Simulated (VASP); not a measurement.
Runs of VASP 6.6.1 on W. The structure is that of space group P6_3/mmc (No. 194), or close to it. The cells are those of the table. 

| task | cell | k mesh | cutoff (eV) | gap on the mesh (eV) | pressure (GPa) |
| --- | --- | --- | --- | --- | --- |
| single point | a = 2.840, b = 2.840, c = 5.097 Å, angles 90.0, 90.0, 120.0°, 2 atoms | 15 × 15 × 7 | 520 | none | -8.0 |
| single point | a = 2.911, b = 2.911, c = 5.225 Å, angles 90.0, 90.0, 120.0°, 2 atoms | 15 × 15 × 7 | 520 | none | (b) |
| single point | a = 2.804, b = 2.804, c = 5.031 Å, angles 90.0, 90.0, 120.0°, 2 atoms | 21 × 21 × 10 | 520 | none | (a) |
| single point | a = 2.687, b = 2.687, c = 4.821 Å, angles 90.0, 90.0, 120.0°, 2 atoms | 15 × 15 × 7 | 520 | none | 44.7 |
| single point | a = 2.727, b = 2.727, c = 4.893 Å, angles 90.0, 90.0, 120.0°, 2 atoms | 15 × 15 × 7 | 520 | none | 27.1 |
| single point | a = 2.804, b = 2.804, c = 5.031 Å, angles 90.0, 90.0, 120.0°, 2 atoms | 13 × 13 × 7 | 520 | none | 1.4 |
| relaxation of cell and atoms | relaxed from a = 2.819, b = 2.819, c = 4.604 Å, angles 90.0, 90.0, 120.0°, 2 atoms | 13 × 13 × 7 | 600 | none | 0.0 |
| single point | a = 2.876, b = 2.876, c = 5.162 Å, angles 90.0, 90.0, 120.0°, 2 atoms | 15 × 15 × 7 | 520 | none | -15.6 |

Alike in all rows: level BLYP; potentials or basis VASP PAW PBE potentials, release 64 (W_sv); no spin polarisation; smearing fermi-dirac 0.1 eV.

**Question.** Estimate the missing entries.

**Answer.** (a) 1.3; (b) -21.7.

Caveats: the PAW data sets were made with another functional, which shifts forces and pressure a little; spin-orbit coupling is left out, which moves the levels of the heavy elements.

A k mesh can miss the band edges, and the runs leave out spin-orbit coupling on W.

A gap of «none» marks levels without a gap at the run's occupations.
